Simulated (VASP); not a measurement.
Wanted: the native input for a VASP 6.6.1 run.

* Task: single point
* Functional: LDA
* Potentials or basis: VASP PAW LDA potentials, release 64 (Be)
* Cutoff: 520 eV
* k mesh: 21 × 21 × 21
* Occupations: fermi-dirac, width 0.05 eV
* Spin: no spin polarisation
* Dipole correction: no
* Further INCAR settings: ALGO = Normal; EDIFF = 1e-06; NBANDS = 7

The structure of Be lies in POSCAR:

```
Be
1.0
    0.0000000000      1.2490967316      1.2490967316
    1.2490967316      0.0000000000      1.2490967316
    1.2490967316      1.2490967316      0.0000000000
Be
1
Direct
    0.0000000000      0.0000000000      0.0000000000
```

This cell differs from its parent crystal: volume scaled by 0.52.

One way to write it, as run:

INCAR

```
SYSTEM = Be
PREC = Accurate
ENCUT = 520
EDIFF = 1E-6
ISMEAR = -1
SIGMA = 0.05
LREAL = .False.
LASPH = .True.
NELM = 100
ALGO = Normal
ISIF = 2
LWAVE = .False.
LCHARG = .False.
GGA = CA
NBANDS = 7
```

KPOINTS

```
Automatic mesh
0
Gamma
  21 21 21
  0 0 0
```

Potentials or basis: VASP PAW LDA potentials, release 64 (Be).

Command:

```bash
$ cat potpaw_LDA.64/Be/POTCAR > POTCAR
$ mpirun -np 1 vasp_std > vasp.out
```

Results of the run:

```
Pressure               : 257.4 GPa
Band gap on the k mesh : zero (band 1 reaches 15.00 eV, above the bottom of band 2 at 14.20 eV)
```

It took 9 s on 1 thread of Intel Xeon 6975P-C, on a shared host, peak memory 0.11 GiB.
